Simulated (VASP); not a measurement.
# Si: single point with PBE

The system is Si.

```
Si
1.0
    -0.02715    2.70189    2.70189
     2.70189   -0.02715    2.70189
     2.70189    2.70189   -0.02715
Si
2
Direct
  0.50000 0.50000 0.50000
  0.75000 0.75000 0.75000
```

This cell differs from its parent crystal: equal xy, yz and zx shear strains of -1 %.

| Item | Value |
| --- | --- |
| Program | VASP 6.6.1 |
| Task | single point |
| Functional | PBE |
| Potentials or basis | VASP PAW PBE potentials, release 64 (Si) |
| Cutoff | 520 eV |
| k mesh | 11 × 11 × 11 |
| Occupations | fermi-dirac, width 0.08 eV |
| Spin | no spin polarisation |

The pressure is 2.0 GPa, the largest force is 0.181 eV/Å and the band gap on the k mesh is 0.57 eV, indirect (least direct gap 2.47 eV).

Forces on the atoms (eV/Å):
```
Si  -0.105 -0.105 -0.105
Si   0.105  0.105  0.105
```

Stress tensor (GPa, compression positive):
```
1.96 1.07 1.07
1.07 1.96 1.07
1.07 1.07 1.96
```

Levels at points of the mesh, in eV from the valence-band top:
```tsv
k point	band 1	band 2	band 3	band 4	band 5	band 6	band 7	band 8	band 9
(0.00, 0.00, 0.00)	-11.98	-0.03	-0.03	0.00	2.47	2.47	2.65	3.40	7.70
```

Run time: 32 s on 1 thread of Intel Xeon 6975P-C, on a shared host, peak memory 0.18 GiB.

Caveat: the cell differs from its parent crystal (equal xy, yz and zx shear strains of -1 %). A k mesh can miss the band edges.
